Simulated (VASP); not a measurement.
# HC12 in VASP: single point with PBE+D3(BJ)

Aim: the single point of HC12 with PBE+D3(BJ).

Everything below comes from runs of VASP 6.6.1. Logs are shortened: lines on timing, memory, paths and dates and some standing lists are left out, and cuts for length are marked.

## Step 1: The cell of the first run

The cell holds a slab with vacuum, 13 atoms: a = 4.931 Å, b = 4.010 Å, c = 21.601 Å, α = 90.00°, β = 90.00°, γ = 90.00°.

## Step 2: Single point, PBE+D3(BJ), collinear spin

The input, INCAR:

```
SYSTEM = HC12
PREC = Accurate
ENCUT = 520
EDIFF = 1E-6
ISMEAR = 0
SIGMA = 0.05
LREAL = .FALSE.
LASPH = .TRUE.
NELM = 150
ALGO = Normal
ISIF = 2
LWAVE = .FALSE.
LCHARG = .TRUE.
ISPIN = 2
MAGMOM = 0 0 0 0 0 0 0 0 0 0 0 0 1
LORBIT = 11
LDIPOL = .TRUE.
IDIPOL = 3
DIPOL = 0.5 0.5 0.300
GGA = PE
IVDW = 12
LVHAR = .TRUE.
LVACPOTAV = .TRUE.
NBANDS = 40
KPAR = 4
```

The input, KPOINTS:

```
regular mesh
0
G
  6 7 1
  0 0 0
```

The input, POSCAR:

```
HC12
1.0
    4.9311586502      0.0000000000      0.0000000000
    0.0000000000      4.0098697767      0.0000000000
    0.0000000000      0.0000000000     21.6014232414
C H
12 1
Direct
    0.2500000000      0.3776970832      0.1851729840
    0.7500000000      0.3776970832      0.1851729840
    0.0000000000      0.4720802753      0.2130426460
    0.5000000000      0.4720802753      0.2130426460
    0.0000000000      0.6609562027      0.2688143161
    0.5000000000      0.6609562027      0.2688143161
    0.2500000000      0.7503681903      0.2962457608
    0.7500000000      0.7503681903      0.2962457608
    0.2500000000      0.9412921293      0.3552728042
    0.7500000000      0.9412921293      0.3552728042
    0.0000000000      0.0234303656      0.3796705036
    0.5000000000      0.0234303656      0.3796705036
    0.0833333333      0.1900970322      0.5092915924
```

Potentials or basis: VASP PAW PBE potentials, release 64 (C, H).

Started as:

```sh
$ cat potpaw_PBE.64/C/POTCAR potpaw_PBE.64/H/POTCAR > POTCAR
$ mpirun -np 4 vasp_std > vasp.out
```

OUTCAR:

```text
SYSTEM = HC12
   PREC = Accurate
   ENCUT = 520
   EDIFF = 1E-6
   ISMEAR = 0
   LREAL = .FALSE.
   LASPH = .TRUE.
   NELM = 150
   ISIF = 2
   ISPIN = 2
   LORBIT = 11
   GGA = PE
   IVDW = 12
 IVDW          = 12

 ion  position               nearest neighbor table
   1  0.250  0.378  0.185-   3 1.42   4 1.42
   2  0.750  0.378  0.185-   3 1.42   4 1.42
   3  0.000  0.472  0.213-   5 1.42   2 1.42   1 1.42
   4  0.500  0.472  0.213-   6 1.42   2 1.42   1 1.42
   5  0.000  0.661  0.269-   7 1.41   8 1.41   3 1.42
   6  0.500  0.661  0.269-   7 1.41   8 1.41   4 1.42
   7  0.250  0.750  0.296-   5 1.41   6 1.41   9 1.49
   8  0.750  0.750  0.296-   5 1.41   6 1.41  10 1.49
   9  0.250  0.941  0.355-  11 1.38  12 1.38   7 1.49
  10  0.750  0.941  0.355-  11 1.38  12 1.38   8 1.49
  11  0.000  0.023  0.380-   9 1.38  10 1.38
  12  0.500  0.023  0.380-   9 1.38  10 1.38
  13  0.083  0.190  0.509-

  LATTYP: Found a simple orthorhombic cell.
 ALAT       =     4.0098697767
 B/A-ratio  =     1.2297553100
 C/A-ratio  =     5.3870635318

  Lattice vectors:

 A1 = (   0.0000000000,  -4.0098697767,   0.0000000000)
 A2 = (   4.9311586502,   0.0000000000,   0.0000000000)
 A3 = (   0.0000000000,   0.0000000000,  21.6014232414)

Analysis of symmetry for initial positions (statically):
=====================================================================
 Subroutine PRICEL returns:
 Original cell was already a primitive cell.

 Routine SETGRP: Setting up the symmetry group for a
 simple orthorhombic supercell.

 Subroutine GETGRP returns: Found  1 space group operations
 (whereof  1 operations were pure point group operations)
 out of a pool of  8 trial point group operations.

The static configuration has the point symmetry C_1 .

Analysis of symmetry for dynamics (positions and initial velocities):
=====================================================================
 Subroutine PRICEL returns:
 Original cell was already a primitive cell.

 Routine SETGRP: Setting up the symmetry group for a
 simple orthorhombic supercell.

 Subroutine GETGRP returns: Found  1 space group operations
 (whereof  1 operations were pure point group operations)
 out of a pool of  8 trial point group operations.

The dynamic configuration has the point symmetry C_1 .

Analysis of structural, dynamic, and magnetic symmetry:
=====================================================================
 Subroutine PRICEL returns:
 Original cell was already a primitive cell.

 Routine SETGRP: Setting up the symmetry group for a
 simple orthorhombic supercell.

 Subroutine GETGRP returns: Found  1 space group operations
 (whereof  1 operations were pure point group operations)
 out of a pool of  8 trial point group operations.

The overall configuration has the point symmetry C_1 .

 Subroutine INISYM returns: Found  1 space group operations
 (whereof  1 operations are pure point group operations),
 and found     1 'primitive' translations

----------------------------------------------------------------------------------------

                                     Primitive cell

  volume of cell :     427.1315

  direct lattice vectors                    reciprocal lattice vectors
     4.931158650  0.000000000  0.000000000     0.202792096  0.000000000  0.000000000
     0.000000000  4.009869777  0.000000000     0.000000000  0.249384657  0.000000000
     0.000000000  0.000000000 21.601423241     0.000000000  0.000000000  0.046293246

  length of vectors
     4.931158650  4.009869777 21.601423241     0.202792096  0.249384657  0.046293246

  position of ions in fractional coordinates (direct lattice)
     0.250000000  0.377697083  0.185172984
     0.750000000  0.377697083  0.185172984
     0.000000000  0.472080275  0.213042646
     0.500000000  0.472080275  0.213042646
     0.000000000  0.660956203  0.268814316
     0.500000000  0.660956203  0.268814316
     0.250000000  0.750368190  0.296245761
     0.750000000  0.750368190  0.296245761
     0.250000000  0.941292129  0.355272804
     0.750000000  0.941292129  0.355272804
[... 91 lines left out ...]
   NSW    =      0    number of steps for IOM
   IBRION =     -1    ionic relax: 0-MD 1-quasi-New 2-CG
   NFREE  =      0    steps in history (QN), initial steepest desc. (CG)
   ISIF   =      2    stress and relaxation
   ISYM   =      2    0-nonsym 1-usesym 2-fastsym
   POTIM  = 0.5000    time-step for ionic-motion
   TEBEG  =    0.0;   TEEND  =   0.0 temperature during run
   PSTRESS=    0.0 pullay stress
   NELECT =      49.0000    total number of electrons
   NUPDOWN=      -1.0000    fix difference up-down
   EMIN   =  10.00;   EMAX   =-10.00  energy-range for DOS
   EFERMI =   0.00;   METHOD = LEGACY
   ISMEAR =     0;   SIGMA  =   0.05  broadening in eV -4-tet -1-fermi 0-gaus
   EFERMI_NEDOS =   21; number of points for ismear=-14 and -15
   IALGO  =     38    algorithm
   IMIX   =      4    mixing-type and parameters
     AMIX     =   0.40;   BMIX     =  1.00
     AMIX_MAG =   1.60;   BMIX_MAG =  1.00
  volume/ion in A,a.u.               =      32.86       221.73
  Fermi-wavevector in a.u.,A,eV,Ry     =   0.795462  1.503206  8.609228  0.632760
  Thomas-Fermi vector in A             =   1.901795
   LORBIT       =     11    0 simple, 1 ext, 2 COOP (PROOUT), +10 PAW based schemes
   GGA     = PE    functional components
   LHFCALC =     F    Hartree Fock is set to
   AEXX    =    0.0000 exact exchange contribution
   IVDW    =    12    specifies the selected vdW correction
   LEPSILON=     F    determine dielectric tensor
   LRPA    =     F    only Hartree local field effects (RPA)
 spin polarized calculation
 Gauss-broadening in eV      SIGMA  =   0.05
  energy-cutoff  :      520.00
  volume of cell :      427.13
 maximum number of plane-waves:     11558
 NGX is ok and might be reduce to    40
   NGX = 19   NGY = 15   NGZ = 81

 dipolmoment           0.000000      0.000000      0.163514 electrons x Angstroem

 number of electron      49.0000006 magnetization       1.0446220

 dipolmoment           0.000000      0.000000     -0.031607 electrons x Angstroem

 Free energy of the ion-electron system (eV)
  ---------------------------------------------------
  ext. energy  EPLUGINS =         0.00000000
  ---------------------------------------------------
  free energy    TOTEN  =       -99.76541236 eV

  energy without entropy =      -99.76306754  energy(sigma->0) =      -99.76423995

 E-fermi :  -2.5424     XC(G=0):  -3.5283

 val. band max:       -2.5828805051   @ k =   0.0000   0.1429   0.0000
 cond. band min:      -2.5254106976   @ k =   0.1667   0.0000   0.0000
 fundamental gap:      0.0574698075
 Fermi energy:        -2.5424458729

 spin component 1

 k-point     1 :       0.0000    0.0000    0.0000
  band No.  band energies     occupation
      1     -21.6347      1.00000
      2     -19.9969      1.00000
      3     -17.6369      1.00000
      4     -17.4713      1.00000
      5     -17.3535      1.00000
      6     -15.7462      1.00000
[... 847 lines left out ...]
     35       4.8907      0.00000
     36       4.9563      0.00000
 Fermi energy:        -2.5424458729

 spin component 2

 k-point     1 :       0.0000    0.0000    0.0000
  band No.  band energies     occupation
      1     -21.6324      1.00000
      2     -19.9898      1.00000
      3     -17.6056      1.00000
      4     -17.4587      1.00000
      5     -17.3643      1.00000
      6     -15.8346      1.00000
[... 847 lines left out ...]
     35       4.9299      0.00000
     36       5.0742      0.00000
 [bands above 36 left out]

------------------------ aborting loop because EDIFF is reached ----------------------------------------

 Edisp (eV)   -1.32088

 E8    (eV) :    -0.3913

  FORCE on cell =-STRESS in cart. coord.  units (eV):
  Direction    XX          YY          ZZ          XY          YZ          ZX
  --------------------------------------------------------------------------------------
  -------------------------------------------------------------------------------------
  Total       1.58804    -1.34462    -2.46151    -0.00980    -0.98867    -0.11596
  in kB       5.95677    -5.04370    -9.23315    -0.03677    -3.70851    -0.43495
  external pressure =       -2.77 kB  Pullay stress =        0.00 kB

 VOLUME and BASIS-vectors are now :
 -----------------------------------------------------------------------------
  energy-cutoff  :      520.00
  volume of cell :      427.13
      direct lattice vectors                 reciprocal lattice vectors
     4.931158650  0.000000000  0.000000000     0.202792096  0.000000000  0.000000000
     0.000000000  4.009869777  0.000000000     0.000000000  0.249384657  0.000000000
     0.000000000  0.000000000 21.601423241     0.000000000  0.000000000  0.046293246

 POSITION                                       TOTAL-FORCE (eV/Angst)
 -----------------------------------------------------------------------------------
      1.23279      1.51452      4.00000        -0.015657      0.974815      2.011715
      3.69837      1.51452      4.00000        -0.023249      1.377842      2.217139
      0.00000      1.89298      4.60202         0.226765     -1.681990     -3.107235
      2.46558      1.89298      4.60202        -0.203442     -1.718424     -3.136080
      0.00000      2.65035      5.80677        -0.010631      0.438037      1.071614
      2.46558      2.65035      5.80677         0.096683      0.458451      1.089959
      1.23279      3.00888      6.39933        -0.009576      0.309922      0.331867
      3.69837      3.00888      6.39933        -0.068585      0.305279      0.382765
      1.23279      3.77446      7.67440         0.062769     -0.061377     -0.199143
      3.69837      3.77446      7.67440        -0.117171     -0.045150     -0.141380
      0.00000      0.09395      8.20142         0.077474     -0.075560      0.131556
      2.46558      0.09395      8.20142         0.041235     -0.233626     -0.371051
      0.41093      0.76226     11.00142        -0.056616     -0.048218     -0.281728
 -----------------------------------------------------------------------------------
    total drift:                                0.000025     -0.000080     -0.000396

  FREE ENERGIE OF THE ION-ELECTRON SYSTEM (eV)
  ---------------------------------------------------
  free  energy   TOTEN  =      -101.0862916300 eV

  energy  without entropy=     -101.0839468151  energy(sigma->0) =     -101.08511922

 vacuum level on the upper side and lower side of the slab         2.277         2.566

 total charge

# of ion       s       p       d       tot
------------------------------------------
    1        0.880   1.557   0.000   2.437
    2        0.877   1.555   0.000   2.432
    3        0.862   1.768   0.000   2.630
    4        0.862   1.768   0.000   2.630
    5        0.866   1.788   0.000   2.655
    6        0.867   1.788   0.000   2.654
    7        0.860   1.750   0.000   2.611
    8        0.862   1.749   0.000   2.611
    9        0.865   1.786   0.000   2.650
   10        0.865   1.785   0.000   2.651
   11        0.886   1.624   0.000   2.511
   12        0.890   1.621   0.000   2.511
   13        0.372   0.000   0.000   0.372
--------------------------------------------------
tot         10.815  20.540   0.000  31.355

 magnetization (x)

# of ion       s       p       d       tot
------------------------------------------
    1       -0.064  -0.269   0.000  -0.333
    2        0.086   0.463   0.000   0.549
    3       -0.002  -0.022   0.000  -0.024
    4       -0.003  -0.025   0.000  -0.027
    5        0.006   0.041   0.000   0.046
    6       -0.000   0.018   0.000   0.018
    7        0.000  -0.021   0.000  -0.021
    8       -0.004  -0.045   0.000  -0.049
    9        0.004   0.029   0.000   0.032
   10        0.003   0.025   0.000   0.028
   11       -0.061  -0.453   0.000  -0.513
   12        0.055   0.296   0.000   0.351
   13        0.366  -0.000   0.000   0.366
--------------------------------------------------
tot          0.387   0.036   0.000   0.423
```

Run time: 16 min. Hardware: 4 MPI ranks of Oxide Virtual Turin-like, shared host; peak memory 0.97 GiB.

What came out:

```
Free energy                                           : -101.0863 eV
Largest force                                         : 3.582 eV/Å
Net moment                                            : 1.04 μB per cell
Site moments                                          : C -0.33, +0.55, -0.02, -0.03, +0.05, +0.02, -0.05, +0.03, -0.51, +0.35 (each value once); H +0.37 μB
Valence electrons inside the program's atomic spheres : C 2.44, 2.43, 2.63, 2.65, 2.61, 2.51 (each value once); H 0.37
Dispersion energy per atom                            : -0.102 eV
```

Forces on the atoms (eV/Å):
```
C   -0.016  0.975  2.012
C   -0.023  1.378  2.217
C    0.227 -1.682 -3.107
C   -0.203 -1.718 -3.136
C   -0.011  0.438  1.072
C    0.097  0.458  1.090
C   -0.010  0.310  0.332
C   -0.069  0.305  0.383
C    0.063 -0.061 -0.199
C   -0.117 -0.045 -0.141
C    0.077 -0.076  0.132
C    0.041 -0.234 -0.371
H   -0.057 -0.048 -0.282
```

Levels at points of the mesh, in eV from the Fermi level:
Spin up:
```tsv
k point	band 23	band 24	band 25	band 26	band 27	band 28
(0.00, 0.00, 0.00)	-1.94	-1.75	-0.05	0.20	0.55	0.73
(0.50, 0.00, 0.00)	-2.32	-2.29	-1.71	0.12	0.66	2.36
```
Spin down:
```csv
k point,band 20,band 21,band 22,band 23,band 24,band 25,band 26,band 27,band 28,band 29
"(0.00, 0.00, 0.00)",-2.21,-2.15,-1.98,-1.69,0.02,0.07,0.52,0.71,1.78,2.13
"(0.50, 0.00, 0.00)",-4.01,-2.54,-2.37,-1.83,-1.79,0.32,0.47,2.37,2.64,2.83
```

Caveat: a moment this small can come from the mesh or the smearing.
